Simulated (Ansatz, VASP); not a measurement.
**ZrGe2Pd3: VASP beside Ansatz**

```
CELL_PARAMETERS angstrom
3.15713 0.00000 0.00000
0.00000 3.15713 0.00000
0.00000 0.00000 9.95733
ATOMIC_POSITIONS crystal
Zr 0.50000 0.50000 0.16290
Ge 0.00000 0.00000 0.97171
Ge 0.50000 0.50000 0.51358
Pd 0.00000 0.00000 0.65354
Pd 0.00000 0.00000 0.35429
Pd 0.50000 0.50000 0.84397
```

Change from the starting cell: species swapped into the Zr3TiCu2 type (P4mm, No. 99).

Alike in both runs: functional PBE; k mesh 5 × 5 × 2; occupations gaussian, width 0.2 eV; no spin polarisation.

Ansatz relaxed the structure, and its values are those at the end. VASP's run is a single point on that final structure, the one shown.

|  | VASP | Ansatz |
| --- | --- | --- |
| version | VASP 6.6.1 | Ansatz 0.2.0 |
| potentials or method | VASP PAW PBE potentials, release 64 (Zr_sv, Ge_d, Pd), cutoff 520 eV | scalar-relativistic, plane waves, PAW |
| valence electrons in the cell | 70 | 94 |

VASP gave:

- gap on the k mesh at the Fermi level (eV): none
- pressure (GPa): -0.3
- rms of the force components (eV/Å): 0.016

Question: What did Ansatz give for the same quantities?

Answer: gap on the k mesh at the Fermi level (eV): none; pressure (GPa): -0.4; rms of the force components (eV/Å): 0.012.

A gap of «none» marks a metal or a gap that the smearing closes. With one functional, cell and mesh, what is left measures potentials, basis and numerics. VASP's potentials hold 70 valence electrons a cell and Ansatz's 94, so a difference there can come from the potentials and not from the codes.

The k mesh is coarse, so the values compare programs but aren't converged.
